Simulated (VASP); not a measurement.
# Cu (I4/mmm) in VASP: notebook

Runs on Cu. Level: PBEsol. Tasks: single point.

Everything below comes from runs of VASP 6.6.1. Logs are shortened: lines on timing, memory, paths and dates and some standing lists are left out, and cuts for length are marked.

## 1. The cell of the first run

The structure is tetragonal, space group I4/mmm (No. 139). Conventional cell: a = 2.480 Å, b = 2.480 Å, c = 3.615 Å, α = 90.00°, β = 90.00°, γ = 90.00°. Within 3.3 Å of Cu (site symmetry 4/mmm) lie 12 Cu at 2.48 to 2.52 Å.

## 2. Single point, PBEsol (equal xx and yy strain of -3 %)

Input file INCAR:

```
PREC     = Accurate       # precision mode
ENCUT    = 520            # plane-wave cutoff, eV
EDIFF    = 1E-7           # SCF threshold, eV
ISMEAR   = -1             # smearing method
SIGMA    = 0.08           # smearing width, eV
LREAL    = False          # projectors in reciprocal space
LASPH    = True           # aspherical terms in the spheres
NELM     = 100            # most SCF steps
ALGO     = Normal         # electronic algorithm
ISIF     = 2              # what is computed and relaxed
LWAVE    = False          # write WAVECAR
LCHARG   = False          # write CHGCAR
GGA      = PS             # functional
NBANDS   = 12             # bands
```

Input file KPOINTS:

```
Automatic mesh
0
Gamma
  19 19 19
```

Input file POSCAR:

```
Cu
1.0
    0.0000000000      1.7532750000      1.8075000000
    1.7532750000      0.0000000000      1.8075000000
    1.7532750000      1.7532750000      0.0000000000
Cu
1
Direct
    0.0000000000      0.0000000000      0.0000000000
```

Potentials or basis: VASP PAW PBE potentials, release 64 (Cu).

Started as:

```
$ cat potpaw_PBE.64/Cu/POTCAR > POTCAR
$ mpirun -np 1 vasp_std > vasp.out
```

OUTCAR:

```text
PREC = Accurate
   ENCUT = 520
   EDIFF = 1E-7
   ISMEAR = -1
   LREAL = False
   LASPH = True
   NELM = 100
   ISIF = 2
   GGA = PS

 ion  position               nearest neighbor table
   1  0.000  0.000  0.000-

  LATTYP: Found a body centered tetragonal cell.
 ALAT       =     2.4795052836
 C/A-ratio  =     1.4579521262

  Lattice vectors:

 A1 = (  -1.7532750000,   0.0000000000,   1.8075000000)
 A2 = (   1.7532750000,   0.0000000000,   1.8075000000)
 A3 = (   0.0000000000,   1.7532750000,  -1.8075000000)

Analysis of symmetry for initial positions (statically):
=====================================================================
 Subroutine PRICEL returns:
 Original cell was already a primitive cell.

 Routine SETGRP: Setting up the symmetry group for a
 body centered tetragonal supercell.

 Subroutine GETGRP returns: Found 16 space group operations
 (whereof 16 operations were pure point group operations)
 out of a pool of 16 trial point group operations.

The static configuration has the point symmetry D_4h.

Analysis of symmetry for dynamics (positions and initial velocities):
=====================================================================
 Subroutine PRICEL returns:
 Original cell was already a primitive cell.

 Routine SETGRP: Setting up the symmetry group for a
 body centered tetragonal supercell.

 Subroutine GETGRP returns: Found 16 space group operations
 (whereof 16 operations were pure point group operations)
 out of a pool of 16 trial point group operations.

The dynamic configuration has the point symmetry D_4h.

 Subroutine INISYM returns: Found 16 space group operations
 (whereof 16 operations are pure point group operations),
 and found     1 'primitive' translations

----------------------------------------------------------------------------------------

                                     Primitive cell

  volume of cell :      11.1124

  direct lattice vectors                    reciprocal lattice vectors
     0.000000000  1.753275000  1.807500000    -0.285180591  0.285180591  0.276625173
     1.753275000  0.000000000  1.807500000     0.285180591 -0.285180591  0.276625173
     1.753275000  1.753275000  0.000000000     0.285180591  0.285180591 -0.276625173

  length of vectors
     2.518140083  2.518140083  2.479505284     0.489057691  0.489057691  0.489057691

  position of ions in fractional coordinates (direct lattice)
     0.000000000  0.000000000  0.000000000

  ion indices of the primitive-cell ions
   primitive index   ion index
                 1           1

----------------------------------------------------------------------------------------

 KPOINTS: Automatic mesh

Automatic generation of k-mesh.
 Grid dimensions read from file:
 generate k-points for:   19   19   19

 Generating k-lattice:

  Cartesian coordinates                     Fractional coordinates (reciprocal lattice)
    -0.015009505  0.015009505  0.014559220     0.052631579  0.000000000  0.000000000
     0.015009505 -0.015009505  0.014559220     0.000000000  0.052631579  0.000000000
     0.015009505  0.015009505 -0.014559220     0.000000000  0.000000000  0.052631579

  Length of vectors
     0.025739878  0.025739878  0.025739878

  Shift w.r.t. Gamma in fractional coordinates (k-lattice)
     0.000000000  0.000000000  0.000000000

 Subroutine IBZKPT returns following result:
 ===========================================

 Found    550 irreducible k-points:

 Following reciprocal coordinates:
            Coordinates               Weight
  0.000000  0.000000  0.000000      1.000000
  0.052632 -0.000000  0.000000      8.000000
  0.105263 -0.000000  0.000000      8.000000
  0.157895 -0.000000  0.000000      8.000000
  0.210526 -0.000000  0.000000      8.000000
  0.263158 -0.000000  0.000000      8.000000
[... 16 lines left out ...]
 -0.315789  0.052632  0.000000      8.000000
 -0.263158  0.052632  0.000000      8.000000
 [... further k-points ...]
   k-points           NKPTS =    550   k-points in BZ     NKDIM =    550   number of bands    NBANDS=     12
   number of dos      NEDOS =    301   number of ions     NIONS =      1
   total plane-waves  NPLWV =   7200
   dimension x,y,z NGX =    20 NGY =   20 NGZ =   18
   dimension x,y,z NGXF=    40 NGYF=   40 NGZF=   36
   ions per type =               1
   NGX,Y,Z   is equivalent  to a cutoff of  13.20, 13.20, 12.07 a.u.
   NGXF,Y,Z  is equivalent  to a cutoff of  26.41, 26.41, 24.14 a.u.
 SYSTEM =  unknown system
   PREC   = accura    normal or accurate (medium, high low for compatibility)
   ISTART =      0    job   : 0-new  1-cont  2-samecut
   ICHARG =      2    charge: 1-file 2-atom 10-const
   ISPIN  =      1    spin polarized calculation?
   LNONCOLLINEAR =      F non collinear calculations
   LSORBIT =      F    spin-orbit coupling
   LASPH  =      T    aspherical Exc in radial PAW
   ENCUT  =  520.0 eV  38.22 Ry    6.18 a.u.   4.68  4.68  4.61*2*pi/ulx,y,z
   NELM   =    100;   NELMIN=  2; NELMDL= -5     # of ELM steps
   EDIFF  = 0.1E-06   stopping-criterion for ELM
   LREAL  =      F    real-space projection
   EDIFFG = 0.1E-05   stopping-criterion for IOM
   NSW    =      0    number of steps for IOM
   IBRION =     -1    ionic relax: 0-MD 1-quasi-New 2-CG
   NFREE  =      0    steps in history (QN), initial steepest desc. (CG)
   ISIF   =      2    stress and relaxation
   ISYM   =      2    0-nonsym 1-usesym 2-fastsym
   POTIM  = 0.5000    time-step for ionic-motion
   TEBEG  =    0.0;   TEEND  =   0.0 temperature during run
   PSTRESS=    0.0 pullay stress
   NELECT =      11.0000    total number of electrons
   NUPDOWN=      -1.0000    fix difference up-down
   EMIN   =  10.00;   EMAX   =-10.00  energy-range for DOS
   EFERMI =   0.00;   METHOD = LEGACY
   ISMEAR =    -1;   SIGMA  =   0.08  broadening in eV -4-tet -1-fermi 0-gaus
   EFERMI_NEDOS =   21; number of points for ismear=-14 and -15
   IALGO  =     38    algorithm
   IMIX   =      4    mixing-type and parameters
     AMIX     =   0.40;   BMIX     =  1.00
     AMIX_MAG =   1.60;   BMIX_MAG =  1.00
  volume/ion in A,a.u.               =      11.11        74.99
  Fermi-wavevector in a.u.,A,eV,Ry     =   1.631560  3.083200 36.218526  2.661987
  Thomas-Fermi vector in A             =   2.723675
   LORBIT       =      0    0 simple, 1 ext, 2 COOP (PROOUT), +10 PAW based schemes
   GGA     = PS    functional components
   LHFCALC =     F    Hartree Fock is set to
   AEXX    =    0.0000 exact exchange contribution
   IVDW    =     0    specifies the selected vdW correction
   LEPSILON=     F    determine dielectric tensor
   LRPA    =     F    only Hartree local field effects (RPA)
 non-spin polarized calculation
  energy-cutoff  :      520.00
  volume of cell :       11.11
 maximum number of plane-waves:       318
   NGX =  9   NGY =  9   NGZ =  9

 number of electron      10.9999996 magnetization

 Free energy of the ion-electron system (eV)
  ---------------------------------------------------
  ext. energy  EPLUGINS =         0.00000000
  ---------------------------------------------------
  free energy    TOTEN  =        -4.30632435 eV

  energy without entropy =       -4.29962674  energy(sigma->0) =       -4.30297555

 E-fermi :   8.2187     XC(G=0): -13.2679

 val. band max:        8.2064457593   @ k =   0.4737   0.4211   0.0526
 cond. band min:       8.2286582957   @ k =  -0.1579   0.3158   0.2632
 fundamental gap:      0.0222125364
 Fermi energy:         8.2187381416

 k-point     1 :       0.0000    0.0000    0.0000
  band No.  band energies     occupation
      1      -1.6871      2.00000
      2       4.8426      2.00000
      3       5.0087      2.00000
      4       5.0087      2.00000
      5       5.7792      2.00000
      6       5.9459      2.00000
      7      31.2646      0.00000
      8      34.2321      0.00000
      9      34.4047      0.00000
     10      34.4047      0.00000
     11      36.8585      0.00000
     12      36.8587      0.00000

 k-point     2 :       0.0526   -0.0000    0.0000
  band No.  band energies     occupation
      1      -1.5815      2.00000
      2       4.8483      2.00000
      3       5.0002      2.00000
      4       5.0297      2.00000
      5       5.7725      2.00000
      6       5.9354      2.00000
      7      30.7626      0.00000
      8      32.9428      0.00000
      9      33.9447      0.00000
     10      34.0765      0.00000
     11      37.3383      0.00000
     12      37.3978      0.00000

 k-point     3 :       0.1053   -0.0000    0.0000
  band No.  band energies     occupation
      1      -1.2680      2.00000
      2       4.8306      2.00000
      3       5.0065      2.00000
      4       5.0859      2.00000
      5       5.7607      2.00000
      6       5.9104      2.00000
      7      28.6488      0.00000
      8      32.1392      0.00000
      9      33.2826      0.00000
     10      33.4663      0.00000
     11      38.3202      0.00000
     12      38.3686      0.00000
[... 286 lines left out ...]
 k-point    23 :      -0.3158    0.0526    0.0000
  band No.  band energies     occupation
      1       1.8968      2.00000
      2       4.8379      2.00000
      3       4.9567      2.00000
      4       5.1449      2.00000
      5       6.0928      2.00000
      6       6.3952      2.00000
      7      17.1770      0.00000
      8      28.0185      0.00000
      9      31.7221      0.00000
     10      33.2528      0.00000
     11      35.2270      0.00000
     12      36.4890      0.00000

 k-point    24 :      -0.2632    0.0526    0.0000
  band No.  band energies     occupation
      1       1.1137      2.00000
      2       4.6468      2.00000
      3       5.0163      2.00000
      4       5.2055      2.00000
      5       5.9366      2.00000
      6       6.1815      2.00000
      7      19.6146      0.00000
      8      28.3096      0.00000
      9      32.2786      0.00000
     10      33.7158      0.00000
     11      36.1915      0.00000
     12      37.0885      0.00000

 [... further k-points ...]
[... 5 lines left out ...]
  --------------------------------------------------------------------------------------
  -------------------------------------------------------------------------------------
  Total        0.3162759      0.3162759      0.1690695      0.0000000     -0.0000000      0.0000000
  in kB       45.6003696     45.6003696     24.3762776      0.0000000     -0.0000000      0.0000000
  external PRESSURE =      38.5256723 kB  Pullay stress =       0.0000000 kB

 VOLUME and BASIS-vectors are now :
 -----------------------------------------------------------------------------
  energy-cutoff  :      520.00
  volume of cell :       11.11
      direct lattice vectors                 reciprocal lattice vectors
     0.000000000  1.753275000  1.807500000    -0.285180591  0.285180591  0.276625173
     1.753275000  0.000000000  1.807500000     0.285180591 -0.285180591  0.276625173
     1.753275000  1.753275000  0.000000000     0.285180591  0.285180591 -0.276625173

 POSITION                                       TOTAL-FORCE (eV/Angst)
 -----------------------------------------------------------------------------------
      0.00000      0.00000      0.00000         0.000000      0.000000      0.000000
 -----------------------------------------------------------------------------------
    total drift:                                0.000000      0.000000      0.000000

  FREE ENERGIE OF THE ION-ELECTRON SYSTEM (eV)
  ---------------------------------------------------
  free  energy   TOTEN  =        -4.3063243480 eV

  energy  without entropy=       -4.2996267439  energy(sigma->0) =       -4.30297555
```

Run time: 24 s. Hardware: 1 thread of Intel Xeon 6975P-C (Granite Rapids), shared host; peak memory 0.18 GiB.

Results:

```
Free energy : -4.3063 eV
Pressure    : 3.9 GPa
```

Caveat: the cell differs from its parent crystal (equal xx and yy strain of -3 %); the PAW data sets were made with another functional, which shifts forces and pressure a little.

## 3. Single point, PBEsol (zz strain of -2 %)

Input file INCAR:

```
  ALGO = Normal
  EDIFF = 1E-6
  ENCUT = 520
  GGA = PS
  ISIF = 2
  ISMEAR = -1
  LASPH = T
  LCHARG = F
  LREAL = F
  LWAVE = F
  NBANDS = 12
  NELM = 80
  PREC = Accurate
  SIGMA = 0.08
```

Input file KPOINTS:

```
k-points
0
Gamma
  19 19 19
```

Input file POSCAR:

```
Cu
1.0
    0.0000000000      1.8075000000      1.7713500000
    1.8075000000      0.0000000000      1.7713500000
    1.8075000000      1.8075000000      0.0000000000
Cu
1
Direct
    0.0000000000      0.0000000000      0.0000000000
```

Potentials or basis: VASP PAW PBE potentials, release 64 (Cu).

Started as:

```
$ cat potpaw_PBE.64/Cu/POTCAR > POTCAR
$ mpirun -np 1 vasp_std > vasp.out
```

Wall time 25 s (1 thread of Intel Xeon 6975P-C (Granite Rapids), shared host); peak memory 0.18 GiB.

The run converged. Its results:

```yaml
Free_energy: -4.3084 eV
Pressure: -3.0 GPa
```

Stress tensor (GPa, compression positive):
```
-3.25  0.00  0.00
 0.00 -3.25  0.00
 0.00  0.00 -2.38
```

Levels at points of the mesh, in eV from the Fermi level:
```tsv
k point	band 4	band 5	band 6	band 7	band 8	band 9
(0.00, 0.00, 0.00)	-3.06	-2.32	-2.22	22.72	25.46	25.46
```

Caveat: the cell differs from its parent crystal (zz strain of -2 %); the PAW data sets were made with another functional, which shifts forces and pressure a little.

## 4. Single point, PBEsol (equal xx and yy strain of -1 %)

Input file INCAR:

```
  PREC = Accurate
  ENCUT = 520
  EDIFF = 1E-6
  ISMEAR = -1
  SIGMA = 0.08
  LREAL = F
  LASPH = T
  NELM = 100
  ALGO = Normal
  ISIF = 2
  LWAVE = F
  LCHARG = T
  GGA = PS
  LELF = T
  LVHAR = T
  NBANDS = 12
```

Input file KPOINTS:

```
Automatic mesh
0
Gamma
  19 19 19
```

Input file POSCAR:

```
Cu
1.0
    0.0000000000      1.7894250000      1.8075000000
    1.7894250000      0.0000000000      1.8075000000
    1.7894250000      1.7894250000      0.0000000000
Cu
1
Direct
    0.0000000000      0.0000000000      0.0000000000
```

Started as:

```
$ cat potpaw_PBE.64/Cu/POTCAR > POTCAR
$ mpirun -np 1 vasp_std > vasp.out
```

Wall time 26 s (1 thread of Intel Xeon 6975P-C (Granite Rapids), shared host); peak memory 0.18 GiB.

The run converged. Its results:

```yaml
Free_energy: -4.3087 eV
Pressure: -3.0 GPa
```

Stress tensor (GPa, compression positive):
```
-2.82  0.00  0.00
 0.00 -2.82  0.00
 0.00  0.00 -3.32
```

Levels at points of the mesh, in eV from the Fermi level:
| k point | band 3 | band 4 | band 5 | band 6 | band 7 | band 8 | band 9 | band 10 |
| --- | --- | --- | --- | --- | --- | --- | --- | --- |
| (0.00, 0.00, 0.00) | -3.11 | -3.11 | -2.30 | -2.25 | 22.71 | 25.45 | 25.49 | 25.49 |

Caveat: the cell differs from its parent crystal (equal xx and yy strain of -1 %); the PAW data sets were made with another functional, which shifts forces and pressure a little.

## 5. The runs side by side

| cell | gap on the mesh (eV) | pressure (GPa) |
| --- | --- | --- |
| a = 2.518, b = 2.518, c = 2.480 Å, angles 60.5, 60.5, 59.0°, 1 atom | none | 3.9 |
| a = 2.531, b = 2.531, c = 2.556 Å, angles 59.7, 59.7, 60.7°, 1 atom | none | -3.0 |
| a = 2.543, b = 2.543, c = 2.531 Å, angles 60.2, 60.2, 59.7°, 1 atom | none | -3.0 |

Alike in all rows: task single point; level PBEsol; potentials or basis VASP PAW PBE potentials, release 64 (Cu); no spin polarisation; k mesh 19 × 19 × 19; cutoff (eV) 520; smearing fermi-dirac 0.08 eV.

Caveats: the PAW data sets were made with another functional, which shifts forces and pressure a little.

Total energies depend on the potentials used, so only differences within one code and one set of settings carry meaning.
